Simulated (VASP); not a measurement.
Crystal: MgO.

```
CELL_PARAMETERS angstrom
3.49796 0.00000 0.00000
-1.74898 3.02932 0.00000
0.00000 0.00000 4.19192
ATOMIC_POSITIONS crystal
Mg 0.66667 0.33333 0.75000
Mg 0.33333 0.66667 0.25000
O 0.66667 0.33333 0.25000
O 0.33333 0.66667 0.75000
```

Base run:

| Quantity | Value |
| --- | --- |
| Program | VASP 6.6.1 |
| Functional | r2SCAN |
| Potentials or basis | VASP PAW PBE potentials, release 64 (Mg, O) |
| Cutoff | 520 eV |
| k mesh | 6 × 6 × 6 |
| Occupations | gaussian, width 0.01 eV |
| Spin | no spin polarisation |

Its results: band gap on the k mesh 4.03 eV, direct; pressure -2.0 GPa.

Question: The run is repeated on the same cell with these changes: potentials or basis from VASP PAW PBE potentials, release 64 (Mg, O) to VASP PAW PBE potentials, release 64 (Mg_sv, O); cutoff from 520 eV to 660 eV; further incar settings from ALGO = Normal; EDIFF = 1e-06; NBANDS = 16 to ALGO = Normal; EDIFF = 1e-06; NBANDS = 24; valence electrons from 16 to 32. What comes out?

Answer: Band gap on the k mesh 4.06 eV, direct; pressure -1.5 GPa.

Caveats: the PAW data sets were made with another functional, which shifts forces and pressure a little.

